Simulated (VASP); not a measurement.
Write the native input for VASP 6.6.1 that does the following.

```yaml
Task: single point
Functional: PBE
Dispersion: D3(BJ)
Potentials_or_basis: VASP PAW PBE potentials, release 64 (Si)
Cutoff: 520 eV
k_mesh: 28 × 28 × 28
Occupations: gaussian, width 0.15 eV
Spin: no spin polarisation
Dipole_correction: no
Further_INCAR_settings: ALGO = Normal; EDIFF = 1e-07; NBANDS = 8
```

The structure of Si lies in POSCAR:

```
Si
1.0
    0.0000000000      1.7579814102      1.9005204435
    1.9005204435      0.0000000000      1.9005204435
    1.9005204435      1.7579814102      0.0000000000
Si
1
Direct
    0.0000000000      0.0000000000      0.0000000000
```

This cell differs from its parent crystal: strain -0.0750 x Voigt [0, 1, 0, 0, 0, 0].

One way to write it, as run:

INCAR

```
SYSTEM = Si
PREC = Accurate
ENCUT = 520
EDIFF = 1E-7
ISMEAR = 0
SIGMA = 0.15
LREAL = .FALSE.
LASPH = .TRUE.
NELM = 80
ALGO = Normal
ISIF = 2
LWAVE = .FALSE.
LCHARG = .FALSE.
GGA = PE
IVDW = 12
NBANDS = 8
```

KPOINTS

```
Automatic mesh
0
G
  28 28 28
  0 0 0
```

Potentials or basis: VASP PAW PBE potentials, release 64 (Si).

Launch:

```bash
$ cat potpaw_PBE.64/Si/POTCAR > POTCAR
$ mpirun -np 1 vasp_std > vasp.out
```

Results of the run:

```
Pressure                   : 8.1 GPa
Band gap on the k mesh     : zero (bands 2 and 3 overlap by 16.03 eV)
Dispersion energy per atom : -0.491 eV
```

Caveat: the cell differs from its parent crystal (strain -0.0750 x Voigt [0, 1, 0, 0, 0, 0]); the cell stands under pressure.

Wall time 60 s on 1 thread of Intel(R) Xeon(R) Platinum 8559C (Emerald Rapids), with other jobs on the host, peak memory 0.25 GiB.
